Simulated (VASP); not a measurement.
Set up this calculation in VASP 6.6.1, as the native input.

| Item | Value |
| --- | --- |
| Task | single point |
| Functional | PBE |
| Potentials or basis | VASP PAW PBE potentials, release 64 (Ti_sv, Si, Mo_sv) |
| Cutoff | 520 eV |
| k mesh | 3 × 3 × 3 |
| Occupations | gaussian, width 0.2 eV |
| Spin | no spin polarisation |
| Dipole correction | no |
| Further INCAR settings | ALGO = Normal; EDIFF = 1e-07; NBANDS = 35 |

The structure of TiSi6Mo lies in POSCAR:

```
TiSi6Mo
1.0
    3.7094920272      2.1416762215      2.4975719910
   -3.7094920272      2.1416762215      2.4975719910
    0.0000000000     -4.2833524399      2.4975719937
Ti Si Mo
1 6 1
Direct
    0.7125965349      0.7125965349      0.7125965349
    0.9020417815      0.2291517242      0.5697483443
    0.5697483443      0.9020417815      0.2291517242
    0.2291517242      0.5697483443      0.9020417815
    0.5697483443      0.2291517242      0.9020417815
    0.2291517242      0.9020417815      0.5697483443
    0.9020417815      0.5697483443      0.2291517242
    0.1014258853      0.1014258853      0.1014258853
```

The cell was built from a structure type or drawn by symmetry, and may not be a known phase.

The input as run:

INCAR

```
PREC     = Accurate       # precision mode
ENCUT    = 520            # plane-wave cutoff, eV
EDIFF    = 1E-7           # SCF threshold, eV
ISMEAR   = 0              # smearing method
SIGMA    = 0.2            # smearing width, eV
LREAL    = False          # projectors in reciprocal space
LASPH    = True           # aspherical terms in the spheres
NELM     = 100            # most SCF steps
ALGO     = Normal         # electronic algorithm
ISIF     = 2              # what is computed and relaxed
LWAVE    = False          # write WAVECAR
LCHARG   = False          # write CHGCAR
GGA      = PE             # functional
NBANDS   = 35             # bands
```

KPOINTS

```
regular mesh
0
Gamma
  3 3 3
```

Potentials or basis: VASP PAW PBE potentials, release 64 (Ti_sv, Si, Mo_sv).

The run is started by

```sh
$ cat potpaw_PBE.64/Ti_sv/POTCAR potpaw_PBE.64/Si/POTCAR potpaw_PBE.64/Mo_sv/POTCAR > POTCAR
$ mpirun -np 1 vasp_std > vasp.out
```

It gave:

```yaml
Pressure: 0.2 GPa
Largest_force: 0.004 eV/Å
Band_gap_on_the_k_mesh: zero (bands 25 and 26 overlap by 0.87 eV)
```

Caveat: the k points lie up to 0.43 Å⁻¹ apart, too coarse for converged energies and pressures of a metal.

Wall time 16 s on 1 thread of Intel(R) Xeon(R) 6975P-C (Granite Rapids), with other jobs on the host, peak memory 0.24 GiB.
